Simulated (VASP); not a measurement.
# Cl (Cmce) in VASP: notebook

The runs below take Cl through single point, relaxation of cell and atoms, with PBEsol, BLYP, PBE.

Program: VASP 6.6.1. These are calculated values, not measurements. Logs are shortened: lines on timing, memory, paths and dates and some standing lists are left out, and cuts for length are marked.

### 1 The cell of the first run

The structure is orthorhombic, space group Cmce (No. 64). Conventional cell: a = 6.290 Å, b = 4.500 Å, c = 7.882 Å, α = 90.00°, β = 90.00°, γ = 90.00°. Cl (site symmetry m) has 1 Cl at 1.96 Å within 2.6 Å.

### 2 Single point, PBEsol

File INCAR:

```
PREC = Accurate ; ENCUT = 520
EDIFF = 1E-7 ; ISMEAR = -1
SIGMA = 0.05 ; LREAL = F
LASPH = T ; NELM = 100
ALGO = Normal ; ISIF = 2
LWAVE = F ; LCHARG = F
GGA = PS ; NBANDS = 22
```

File KPOINTS:

```
regular mesh
0
Gamma
  7 7 4
```

File POSCAR:

```
Cl
1.0
    3.1450000000     -2.2500000000      0.0000000000
    3.1450000000      2.2500000000      0.0000000000
    0.0000000000      0.0000000000      7.8816000000
Cl
4
Direct
    0.3700000000      0.6300000000      0.4000000000
    0.1300000000      0.8700000000      0.9000000000
    0.6300000000      0.3700000000      0.6000000000
    0.8700000000      0.1300000000      0.1000000000
```

Potentials or basis: VASP PAW PBE potentials, release 64 (Cl).

Run with:

```sh
$ cat potpaw_PBE.64/Cl/POTCAR > POTCAR
$ mpirun -np 1 vasp_std > vasp.out
```

OUTCAR:

```text
PREC = Accurate
   ENCUT = 520
   EDIFF = 1E-7
   ISMEAR = -1
   LREAL = F
   LASPH = T
   NELM = 100
   ISIF = 2
   GGA = PS

 ion  position               nearest neighbor table
   1  0.370  0.630  0.400-   3 1.96
   2  0.130  0.870  0.900-   4 1.96
   3  0.630  0.370  0.600-   1 1.96
   4  0.870  0.130  0.100-   2 1.96

  LATTYP: Found a base centered orthorhombic cell.
 ALAT       =     4.5000000000
 B/A-ratio  =     1.3977777778
 C/A-ratio  =     1.7514666667

  Lattice vectors:

 A1 = (  -3.1450000000,  -2.2500000000,   0.0000000000)
 A2 = (   3.1450000000,  -2.2500000000,   0.0000000000)
 A3 = (   0.0000000000,   0.0000000000,   7.8816000000)

Analysis of symmetry for initial positions (statically):
=====================================================================
 Subroutine PRICEL returns:
 Original cell was already a primitive cell.

 Routine SETGRP: Setting up the symmetry group for a
 base centered orthorhombic supercell.

 Subroutine GETGRP returns: Found  8 space group operations
 (whereof  4 operations were pure point group operations)
 out of a pool of  8 trial point group operations.

The static configuration has the point symmetry C_2h.
 The point group associated with its full space group is D_2h.

Analysis of symmetry for dynamics (positions and initial velocities):
=====================================================================
 Subroutine PRICEL returns:
 Original cell was already a primitive cell.

 Routine SETGRP: Setting up the symmetry group for a
 base centered orthorhombic supercell.

 Subroutine GETGRP returns: Found  8 space group operations
 (whereof  4 operations were pure point group operations)
 out of a pool of  8 trial point group operations.

The dynamic configuration has the point symmetry C_2h.
 The point group associated with its full space group is D_2h.

 Subroutine INISYM returns: Found  8 space group operations
 (whereof  4 operations are pure point group operations),
 and found     1 'primitive' translations

----------------------------------------------------------------------------------------

                                     Primitive cell

  volume of cell :     111.5443

  direct lattice vectors                    reciprocal lattice vectors
     3.145000000 -2.250000000  0.000000000     0.158982512 -0.222222222  0.000000000
     3.145000000  2.250000000  0.000000000     0.158982512  0.222222222  0.000000000
     0.000000000  0.000000000  7.881600000     0.000000000  0.000000000  0.126877791

[... 87 lines left out ...]
   EDIFF  = 0.1E-06   stopping-criterion for ELM
   LREAL  =      F    real-space projection
   EDIFFG = 0.1E-05   stopping-criterion for IOM
   NSW    =      0    number of steps for IOM
   IBRION =     -1    ionic relax: 0-MD 1-quasi-New 2-CG
   NFREE  =      0    steps in history (QN), initial steepest desc. (CG)
   ISIF   =      2    stress and relaxation
   ISYM   =      2    0-nonsym 1-usesym 2-fastsym
   POTIM  = 0.5000    time-step for ionic-motion
   TEBEG  =    0.0;   TEEND  =   0.0 temperature during run
   PSTRESS=    0.0 pullay stress
   NELECT =      28.0000    total number of electrons
   NUPDOWN=      -1.0000    fix difference up-down
   EMIN   =  10.00;   EMAX   =-10.00  energy-range for DOS
   EFERMI =   0.00;   METHOD = LEGACY
   ISMEAR =    -1;   SIGMA  =   0.05  broadening in eV -4-tet -1-fermi 0-gaus
   EFERMI_NEDOS =   21; number of points for ismear=-14 and -15
   IALGO  =     38    algorithm
   IMIX   =      4    mixing-type and parameters
     AMIX     =   0.40;   BMIX     =  1.00
     AMIX_MAG =   1.60;   BMIX_MAG =  1.00
  volume/ion in A,a.u.               =      27.89       188.18
  Fermi-wavevector in a.u.,A,eV,Ry     =   1.032710  1.951539 14.510473  1.066490
  Thomas-Fermi vector in A             =   2.166921
   LORBIT       =      0    0 simple, 1 ext, 2 COOP (PROOUT), +10 PAW based schemes
   GGA     = PS    functional components
   LHFCALC =     F    Hartree Fock is set to
   AEXX    =    0.0000 exact exchange contribution
   IVDW    =     0    specifies the selected vdW correction
   LEPSILON=     F    determine dielectric tensor
   LRPA    =     F    only Hartree local field effects (RPA)
 non-spin polarized calculation
  energy-cutoff  :      520.00
  volume of cell :      111.54
 maximum number of plane-waves:      3030
 NGX is ok and might be reduce to    30
   NGX = 15   NGY = 15   NGZ = 29

 number of electron      27.9999995 magnetization

 Free energy of the ion-electron system (eV)
  ---------------------------------------------------
  ext. energy  EPLUGINS =         0.00000000
  ---------------------------------------------------
  free energy    TOTEN  =        -7.96985802 eV

  energy without entropy =       -7.96985802  energy(sigma->0) =       -7.96985802

 E-fermi :   0.9239     XC(G=0):  -8.0851

 val. band max:       -0.1715226010   @ k =  -0.4286   0.4286   0.0000
 cond. band min:       2.6043847283   @ k =   0.1429  -0.0000   0.0000
 fundamental gap:      2.7759073293
 Fermi energy:         0.9238714305

 k-point     1 :       0.0000    0.0000    0.0000
  band No.  band energies     occupation
      1     -17.3358      2.00000
      2     -17.1040      2.00000
      3     -12.8581      2.00000
      4     -12.2092      2.00000
      5      -5.8677      2.00000
      6      -4.9889      2.00000
[... 589 lines left out ...]
     21      10.0933      0.00000
     22      10.3444      0.00000

 [... further k-points ...]

------------------------ aborting loop because EDIFF is reached ----------------------------------------

  FORCE on cell =-STRESS in cart. coord.  units (eV):
  Direction    XX          YY          ZZ          XY          YZ          ZX
  --------------------------------------------------------------------------------------
  -------------------------------------------------------------------------------------
  Total        0.1214174      0.5049166      1.3930194      0.0000000      0.0000000      0.0000000
  in kB        1.7439897      7.2524161     20.0087613      0.0000000      0.0000000      0.0000000
  external PRESSURE =       9.6683890 kB  Pullay stress =       0.0000000 kB

 VOLUME and BASIS-vectors are now :
 -----------------------------------------------------------------------------
  energy-cutoff  :      520.00
  volume of cell :      111.54
      direct lattice vectors                 reciprocal lattice vectors
     3.145000000 -2.250000000  0.000000000     0.158982512 -0.222222222  0.000000000
     3.145000000  2.250000000  0.000000000     0.158982512  0.222222222  0.000000000
     0.000000000  0.000000000  7.881600000     0.000000000  0.000000000  0.126877791

 POSITION                                       TOTAL-FORCE (eV/Angst)
 -----------------------------------------------------------------------------------
      3.14500      0.58500      3.15264         0.000000      0.360607     -0.609254
      3.14500      1.66500      7.09344         0.000000     -0.360607     -0.609254
      3.14500     -0.58500      4.72896         0.000000     -0.360607      0.609254
      3.14500     -1.66500      0.78816         0.000000      0.360607      0.609254
 -----------------------------------------------------------------------------------
    total drift:                                0.000000     -0.000000      0.000000

  FREE ENERGIE OF THE ION-ELECTRON SYSTEM (eV)
  ---------------------------------------------------
  free  energy   TOTEN  =        -7.9698580230 eV

  energy  without entropy=       -7.9698580230  energy(sigma->0) =       -7.96985802
```

It took 1.8 min on 1 thread of Intel Xeon Platinum 8488C (Sapphire Rapids), shared host; peak memory 0.24 GiB.

Results:

```yaml
Free_energy: -7.9699 eV
Pressure: 1.0 GPa
Largest_force: 0.708 eV/Å
Band_gap_on_the_k_mesh: 2.78 eV (least direct gap 2.85 eV)
```

Forces in eV/Å, atoms in the order of the input:
```
Cl   0.000  0.361 -0.609
Cl   0.000 -0.361 -0.609
Cl   0.000 -0.361  0.609
Cl   0.000  0.361  0.609
```

Stress tensor (GPa, compression positive):
```
0.17 0.00 0.00
0.00 0.73 0.00
0.00 0.00 2.00
```

Levels at points of the mesh, in eV from the valence-band top:
| k point | band 10 | band 11 | band 12 | band 13 | band 14 | band 15 | band 16 | band 17 | band 18 | band 19 |
| --- | --- | --- | --- | --- | --- | --- | --- | --- | --- | --- |
| (0.00, 0.00, 0.00) | -2.54 | -0.90 | -0.48 | -0.28 | -0.17 | 2.80 | 3.28 | 6.62 | 7.24 | 8.53 |
| (0.00, 0.00, 0.50) | -2.55 | -0.80 | -0.80 | -0.22 | -0.22 | 2.88 | 2.88 | 7.25 | 7.25 | 9.55 |

Caveat: this functional lacks dispersion, which holds the molecules together, so the pressure and a relaxed volume are unreliable; the PAW data sets were made with another functional, which shifts forces and pressure a little; an odd mesh through Γ misses points on the zone boundary, where band edges can lie.

### 3 Single point, PBEsol

This run uses another cell than the first one, of 28.47 Å³/atom.

File INCAR:

```
SYSTEM = Cl
PREC = Accurate
ENCUT = 520
EDIFF = 1E-6
ISMEAR = -1
SIGMA = 0.05
LREAL = .False.
LASPH = .True.
NELM = 80
ALGO = Normal
ISIF = 2
LWAVE = .False.
LCHARG = .False.
GGA = PS
NBANDS = 22
```

File KPOINTS:

```
Automatic mesh
0
Gamma
  7 7 4
  0 0 0
```

POSCAR: that of step 2 with these lines changed.

```diff
@@ -4,3 +4,3 @@
     3.1450000000      2.2500000000      0.0000000000
-    0.0000000000      0.0000000000      7.8816000000
+    0.0000000000      0.0000000000      8.0458000000
 Cl
```

Potentials or basis: VASP PAW PBE potentials, release 64 (Cl).

Run with:

```sh
$ cat potpaw_PBE.64/Cl/POTCAR > POTCAR
$ mpirun -np 1 vasp_std > vasp.out
```

Wall time 82 s (1 thread of Intel Xeon Platinum 8488C (Sapphire Rapids), shared host); peak memory 0.25 GiB.

Results (log left out):

* Free energy: -7.9835 eV
* Pressure: -0.2 GPa
* Largest force: 0.198 eV/Å
* Band gap on the k mesh: 2.62 eV (least direct gap 2.70 eV)

Forces on the atoms (eV/Å):
```
Cl   0.000  0.035 -0.195
Cl   0.000 -0.035 -0.195
Cl   0.000 -0.035  0.195
Cl   0.000  0.035  0.195
```

Stress tensor (GPa, compression positive):
```
 0.15  0.00  0.00
 0.00 -0.45  0.00
 0.00  0.00 -0.21
```

Levels at points of the mesh, in eV from the valence-band top:
```csv
k point,band 12,band 13,band 14,band 15,band 16,band 17
"(0.00, 0.00, 0.00)",-0.44,-0.21,-0.11,2.64,3.17,6.67
"(0.00, 0.00, 0.50)",-0.72,-0.16,-0.16,2.78,2.78,7.28
```

Caveat: this functional lacks dispersion, which holds the molecules together, so the pressure and a relaxed volume are unreliable; the PAW data sets were made with another functional, which shifts forces and pressure a little; an odd mesh through Γ misses points on the zone boundary, where band edges can lie.

(Continued in part 2 of 2.)
